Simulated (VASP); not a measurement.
# Ta3N (P-3m1) in VASP: settings compared, part 2 of 3

VASP 6.6.1.

**3. Density of states, PBE+U**

The input, POSCAR:

```
Ta3N
1.0
    3.0322239879      0.0000000000      0.0000000000
   -1.5161119940      2.6259830035      0.0000000000
    0.0000000000      0.0000000000      7.5241370000
Ta N
3 1
Direct
    0.6666666667      0.3333333333      0.8260700000
    0.3333333333      0.6666666667      0.1739300000
    0.0000000000      0.0000000000      0.5000000000
    0.0000000000      0.0000000000      0.0000000000
```

The input, INCAR.step1:

```
SYSTEM = Ta3N
PREC = Accurate
ENCUT = 520
EDIFF = 1E-6
ISMEAR = -1
SIGMA = 0.05
LREAL = .False.
LASPH = .True.
NELM = 150
ALGO = Normal
ISIF = 2
LWAVE = .False.
LCHARG = .True.
LMAXMIX = 4
LDAU = .True.
LDAUTYPE = 2
LDAUL = 2 -1
LDAUU = 4 0
LDAUJ = 0 0
LDAUPRINT = 1
GGA = PE
NBANDS = 27
```

The input, KPOINTS.step1:

```
Automatic mesh
0
Gamma
  10 10 4
  0 0 0
```

The input, INCAR.step2:

```
SYSTEM = Ta3N
PREC = Accurate
ENCUT = 520
EDIFF = 1E-6
ISMEAR = -5
SIGMA = 0.05
LREAL = .False.
LASPH = .True.
NELM = 150
ALGO = Normal
ISIF = 2
LWAVE = .False.
LCHARG = .False.
LMAXMIX = 4
LDAU = .True.
LDAUTYPE = 2
LDAUL = 2 -1
LDAUU = 4 0
LDAUJ = 0 0
LDAUPRINT = 1
GGA = PE
LORBIT = 11
NBANDS = 27
NEDOS = 2001
ICHARG = 11
```

The input, KPOINTS.step2:

```
Automatic mesh
0
Gamma
  15 15 6
  0 0 0
```

Potentials or basis: VASP PAW PBE potentials, release 64 (Ta_pv, N).

On the command line:

```console
> cat potpaw_PBE.64/Ta_pv/POTCAR potpaw_PBE.64/N/POTCAR > POTCAR
> cp INCAR.step1 INCAR
> cp KPOINTS.step1 KPOINTS
> mpirun -np 1 vasp_std > vasp.out
> cp INCAR.step2 INCAR
> cp KPOINTS.step2 KPOINTS
> mpirun -np 1 vasp_std > vasp.out
```

OUTCAR:

```text
SYSTEM = Ta3N
   PREC = Accurate
   ENCUT = 520
   EDIFF = 1E-6
   ISMEAR = -5
   LREAL = .False.
   LASPH = .True.
   NELM = 150
   ISIF = 2
   GGA = PE
   LORBIT = 11
   ICHARG = 11

 ion  position               nearest neighbor table
   1  0.667  0.333  0.826-   4 2.19   4 2.19   4 2.19   3 3.01   3 3.01   3 3.01   2 3.15   2 3.15
                             2 3.15
   2  0.333  0.667  0.174-   4 2.19   4 2.19   4 2.19   3 3.01   3 3.01   3 3.01   1 3.15   1 3.15
                             1 3.15
   3  0.000  0.000  0.500-   1 3.01   2 3.01   1 3.01   2 3.01   1 3.01   2 3.01
   4  0.000  0.000  0.000-   1 2.19   2 2.19   1 2.19   2 2.19   1 2.19   2 2.19

  LATTYP: Found a hexagonal cell.
 ALAT       =     3.0322239879
 C/A-ratio  =     2.4813922158

  Lattice vectors:

 A1 = (   3.0322239879,   0.0000000000,   0.0000000000)
 A2 = (  -1.5161119940,   2.6259830035,   0.0000000000)
 A3 = (   0.0000000000,   0.0000000000,   7.5241370000)

Analysis of symmetry for initial positions (statically):
=====================================================================
 Subroutine PRICEL returns:
 Original cell was already a primitive cell.

 Routine SETGRP: Setting up the symmetry group for a
 hexagonal supercell.

 Subroutine GETGRP returns: Found 12 space group operations
 (whereof 12 operations were pure point group operations)
 out of a pool of 24 trial point group operations.

The static configuration has the point symmetry D_3d.

Analysis of symmetry for dynamics (positions and initial velocities):
=====================================================================
 Subroutine PRICEL returns:
 Original cell was already a primitive cell.

 Routine SETGRP: Setting up the symmetry group for a
 hexagonal supercell.

 Subroutine GETGRP returns: Found 12 space group operations
 (whereof 12 operations were pure point group operations)
 out of a pool of 24 trial point group operations.

The dynamic configuration has the point symmetry D_3d.

 Subroutine INISYM returns: Found 12 space group operations
 (whereof 12 operations are pure point group operations),
 and found     1 'primitive' translations

----------------------------------------------------------------------------------------

                                     Primitive cell

  volume of cell :      59.9115

  direct lattice vectors                    reciprocal lattice vectors
     3.032223988  0.000000000  0.000000000     0.329790940  0.190404888  0.000000000
    -1.516111994  2.625983004  0.000000000     0.000000000  0.380809776  0.000000000
     0.000000000  0.000000000  7.524137000     0.000000000  0.000000000  0.132905608

  length of vectors
     3.032223988  3.032223988  7.524137000     0.380809776  0.380809776  0.132905608

  position of ions in fractional coordinates (direct lattice)
     0.666666667  0.333333333  0.826070000
     0.333333333  0.666666667  0.173930000
[... 100 lines left out ...]
   IALGO  =     38    algorithm
   IMIX   =      4    mixing-type and parameters
     AMIX     =   0.40;   BMIX     =  1.00
     AMIX_MAG =   1.60;   BMIX_MAG =  1.00
  volume/ion in A,a.u.               =      14.98       101.08
  Fermi-wavevector in a.u.,A,eV,Ry     =   1.406585  2.658061 26.918884  1.978482
  Thomas-Fermi vector in A             =   2.528931
   LORBIT       =     11    0 simple, 1 ext, 2 COOP (PROOUT), +10 PAW based schemes
 LDA+U is selected, type is set to LDAUTYPE =  2
   angular momentum for each species LDAUL =     2   -1
   U (eV)           for each species LDAUU =   4.0  0.0
   J (eV)           for each species LDAUJ =   0.0  0.0
   GGA     = PE    functional components
   LHFCALC =     F    Hartree Fock is set to
   AEXX    =    0.0000 exact exchange contribution
   IVDW    =     0    specifies the selected vdW correction
   LEPSILON=     F    determine dielectric tensor
   LRPA    =     F    only Hartree local field effects (RPA)
 non-spin polarized calculation
 Fermi weights with tetrahedron method with Bloechl corrections
  energy-cutoff  :      520.00
  volume of cell :       59.91
 maximum number of plane-waves:      1644
 NGX is ok and might be reduce to    24

atom =   1  type =  1  l = 2

 onsite density matrix

spin component  1
[... 83 lines left out ...]
  o =  0.1406  v = -0.4525  0.4972  0.0000  0.6560 -0.3430  0.0000  0.0000  0.0000  0.0000  0.0000      0.0000  0.0000  0.0000  0.0000  0.0000  0.0000  0.0000  0.0000  0.0000  0.0000
  o =  0.1406  v =  0.0000  0.0000  0.0000  0.0000  0.0000 -0.4525  0.4972  0.0000  0.6560 -0.3430      0.0000  0.0000  0.0000  0.0000  0.0000  0.0000  0.0000  0.0000  0.0000  0.0000
  o =  0.1406  v = -0.3430 -0.6560  0.0000  0.4972  0.4525  0.0000  0.0000  0.0000  0.0000  0.0000      0.0000  0.0000  0.0000  0.0000  0.0000  0.0000  0.0000  0.0000  0.0000  0.0000
  o =  0.1406  v =  0.0000  0.0000  0.0000  0.0000  0.0000 -0.3430 -0.6560  0.0000  0.4972  0.4525      0.0000  0.0000  0.0000  0.0000  0.0000  0.0000  0.0000  0.0000  0.0000  0.0000
  o =  0.2381  v =  0.0000  0.0000  0.0000  0.0000  0.0000  0.6560  0.3430 -0.0000  0.4525  0.4972      0.0000  0.0000  0.0000  0.0000  0.0000  0.0000  0.0000  0.0000  0.0000  0.0000
  o =  0.2381  v =  0.6560  0.3430 -0.0000  0.4525  0.4972  0.0000  0.0000  0.0000  0.0000  0.0000      0.0000  0.0000  0.0000  0.0000  0.0000  0.0000  0.0000  0.0000  0.0000  0.0000
  o =  0.2381  v =  0.0000  0.0000  0.0000  0.0000  0.0000  0.4972 -0.4525 -0.0000  0.3430 -0.6560      0.0000  0.0000  0.0000  0.0000  0.0000  0.0000  0.0000  0.0000  0.0000  0.0000
  o =  0.2381  v =  0.4972 -0.4525 -0.0000  0.3430 -0.6560  0.0000  0.0000  0.0000  0.0000  0.0000      0.0000  0.0000  0.0000  0.0000  0.0000  0.0000  0.0000  0.0000  0.0000  0.0000
  o =  0.2816  v =  0.0000  0.0000  1.0000  0.0000  0.0000  0.0000  0.0000  0.0000  0.0000  0.0000      0.0000  0.0000  0.0000  0.0000  0.0000  0.0000  0.0000  0.0000  0.0000  0.0000
  o =  0.2816  v =  0.0000  0.0000  0.0000  0.0000  0.0000  0.0000  0.0000  1.0000  0.0000  0.0000      0.0000  0.0000  0.0000  0.0000  0.0000  0.0000  0.0000  0.0000  0.0000  0.0000

 number of electron      38.0000000 magnetization

 Free energy of the ion-electron system (eV)
  ---------------------------------------------------
  ext. energy  EPLUGINS =         0.00000000
  ---------------------------------------------------
  free energy    TOTEN  =       -35.13941061 eV

  energy without entropy =      -35.13941061  energy(sigma->0) =      -35.13941061

 E-fermi :   7.2128     XC(G=0): -12.7155

 val. band max:        7.2428235129   @ k =   0.2000  -0.0000   0.0000
 cond. band min:       7.1542967988   @ k =   0.2667   0.1333   0.1667
 fundamental gap:     -0.0885267141
 Fermi energy:         7.2128216242

 k-point     1 :       0.0000    0.0000    0.0000
  band No.  band energies     occupation
      1     -28.8436      2.00000
      2     -28.5715      2.00000
      3     -28.2531      2.00000
      4     -28.2531      2.00000
      5     -28.2246      2.00000
      6     -28.2246      2.00000
[... 709 lines left out ...]
     26      11.8508      0.00000
     27      12.1955      0.00000

 [... further k-points ...]

------------------------ aborting loop because EDIFF is reached ----------------------------------------

  FORCE on cell =-STRESS in cart. coord.  units (eV):
  Direction    XX          YY          ZZ          XY          YZ          ZX
  --------------------------------------------------------------------------------------
  -------------------------------------------------------------------------------------
  Total        4.0909988      4.0909988      5.0002867     -0.0000000      0.0000000     -0.0000000
  in kB      109.4032063    109.4032063    133.7197656     -0.0000000      0.0000000     -0.0000000
  external PRESSURE =     117.5087261 kB  Pullay stress =       0.0000000 kB

 VOLUME and BASIS-vectors are now :
 -----------------------------------------------------------------------------
  energy-cutoff  :      520.00
  volume of cell :       59.91
      direct lattice vectors                 reciprocal lattice vectors
     3.032223988  0.000000000  0.000000000     0.329790940  0.190404888  0.000000000
    -1.516111994  2.625983004  0.000000000     0.000000000  0.380809776  0.000000000
     0.000000000  0.000000000  7.524137000     0.000000000  0.000000000  0.132905608

 POSITION                                       TOTAL-FORCE (eV/Angst)
 -----------------------------------------------------------------------------------
      1.51611      0.87533      6.21546        -0.000000      0.000000     -0.365183
     -0.00000      1.75066      1.30867         0.000000      0.000000      0.365183
      0.00000      0.00000      3.76207        -0.000000      0.000000      0.000000
      0.00000      0.00000      0.00000        -0.000000      0.000000      0.000000
 -----------------------------------------------------------------------------------
    total drift:                                0.000000      0.000000      0.000000

  FREE ENERGIE OF THE ION-ELECTRON SYSTEM (eV)
  ---------------------------------------------------
  free  energy   TOTEN  =       -35.1394106108 eV

  energy  without entropy=      -35.1394106108  energy(sigma->0) =      -35.13941061

 total charge

# of ion       s       p       d       tot
------------------------------------------
    1        0.336   6.239   2.203   8.778
    2        0.336   6.239   2.203   8.778
    3        0.383   6.227   2.031   8.641
    4        1.240   2.555   0.000   3.795
--------------------------------------------------
tot          2.294  21.260   6.437  29.991
```

It took 96 s on 1 thread of AMD EPYC 9R45 (Zen 5), shared host; peak memory 0.28 GiB.

Results:

- Valence electrons inside the program's atomic spheres: Ta 8.78, 8.64; N 3.79

Eigenvalues of the final occupation matrices:
```
    site  spin  trace               eigenvalues
site 1 d     1   1.13  0.21 0.21 0.23 0.23 0.25
site 1 d     2   1.13  0.21 0.21 0.23 0.23 0.25
site 2 d     1   1.13  0.21 0.21 0.23 0.23 0.25
site 2 d     2   1.13  0.21 0.21 0.23 0.23 0.25
site 3 d     1   1.04  0.14 0.14 0.24 0.24 0.28
site 3 d     2   1.04  0.14 0.14 0.24 0.24 0.28
```

Caveat: spin-orbit coupling is left out, which moves the levels of the heavy elements; U without spin polarisation on a metal has little footing; tetrahedron occupations give inexact forces and stress in metals.

**4. Density of states, PBE+U**

POSCAR is that of step 3.

The input, INCAR.step1:

```
PREC = Accurate
ENCUT = 520
EDIFF = 1E-7
ISMEAR = -1
SIGMA = 0.05
LREAL = F
LASPH = T
NELM = 150
ALGO = Normal
ISIF = 2
LWAVE = F
LCHARG = T
LMAXMIX = 4
LDAU = T
LDAUTYPE = 2
LDAUL = 2 -1
LDAUU = 5 0
LDAUJ = 0 0
LDAUPRINT = 1
GGA = PE
NBANDS = 27
```

The input, KPOINTS.step1:

```
regular mesh
0
Gamma
  10 10 4
```

The input, INCAR.step2:

```
PREC = Accurate
ENCUT = 520
EDIFF = 1E-7
ISMEAR = -5
SIGMA = 0.05
LREAL = F
LASPH = T
NELM = 150
ALGO = Normal
ISIF = 2
LWAVE = F
LCHARG = F
LMAXMIX = 4
LDAU = T
LDAUTYPE = 2
LDAUL = 2 -1
LDAUU = 5 0
LDAUJ = 0 0
LDAUPRINT = 1
GGA = PE
LORBIT = 11
NBANDS = 27
NEDOS = 1001
ICHARG = 11
```

The input, KPOINTS.step2:

```
regular mesh
0
Gamma
  15 15 6
```

On the command line:

```console
> cat potpaw_PBE.64/Ta_pv/POTCAR potpaw_PBE.64/N/POTCAR > POTCAR
> cp INCAR.step1 INCAR
> cp KPOINTS.step1 KPOINTS
> mpirun -np 1 vasp_std > vasp.out
> cp INCAR.step2 INCAR
> cp KPOINTS.step2 KPOINTS
> mpirun -np 1 vasp_std > vasp.out
```

Run time: 95 s. Hardware: 1 thread of AMD EPYC 9R45 (Zen 5), shared host; peak memory 0.28 GiB.

Results (log left out):

```
Valence electrons inside the program's atomic spheres : Ta 8.75, 8.61; N 3.80
```

Levels at points of the mesh, in eV from the Fermi level:
```tsv
k point	band 17	band 18	band 19	band 20	band 21	band 22
(0.00, 0.00, 0.00)	-0.30	-0.30	-0.30	0.49	0.49	0.84
(0.00, 0.00, 0.50)	-1.22	-0.10	-0.10	0.70	0.70	1.15
```

Eigenvalues of the final occupation matrices:
| site | spin | trace | eigenvalues |
| --- | --- | --- | --- |
| site 1 d | 1 | 1.10 | 0.20 0.20 0.23 0.23 0.24 |
| site 1 d | 2 | 1.10 | 0.20 0.20 0.23 0.23 0.24 |
| site 2 d | 1 | 1.10 | 0.20 0.20 0.23 0.23 0.24 |
| site 2 d | 2 | 1.10 | 0.20 0.20 0.23 0.23 0.24 |
| site 3 d | 1 | 1.02 | 0.13 0.13 0.23 0.23 0.28 |
| site 3 d | 2 | 1.02 | 0.13 0.13 0.23 0.23 0.28 |

Caveat: spin-orbit coupling is left out, which moves the levels of the heavy elements; U without spin polarisation on a metal has little footing; tetrahedron occupations give inexact forces and stress in metals.

(Continued in part 3 of 3.)
